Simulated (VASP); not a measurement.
Runs of VASP 6.6.1 on MnSb (rocksalt type). The structure is that of space group Fm-3m (No. 225), or close to it. The cells are those of the table. 

```tsv
cell	gap on the mesh (eV)	pressure (GPa)	moment (μB)
a = 3.886 Å, angles 60.0°, 2 atoms	none	2.9	3.73
a = 3.940 Å, angles 60.0°, 2 atoms	none	0.1	(b)
a = 3.966 Å, angles 60.0°, 2 atoms	none	-1.1	3.82
a = 3.913 Å, angles 60.0°, 2 atoms	none	1.3	(a)
a = 3.992 Å, angles 60.0°, 2 atoms	none	-2.1	3.86
```

Alike in all rows: task single point; level PBE; potentials or basis VASP PAW PBE potentials, release 64 (Mn_pv, Sb); spin collinear, ferromagnetic start; k mesh 11 × 11 × 11; cutoff (eV) 520; smearing fermi-dirac 0.03 eV.

Problem. Fill in the values left out.

Solution. (a) 3.76; (b) 3.78.

Caveats: spin-orbit coupling is left out, which moves the levels of the heavy elements; a cell with one magnetic atom can't hold antiferromagnetic order, which such compounds often take.

A k mesh can miss the band edges, and the runs leave out spin-orbit coupling on Sb.

A gap of «none» marks levels without a gap at the run's occupations.
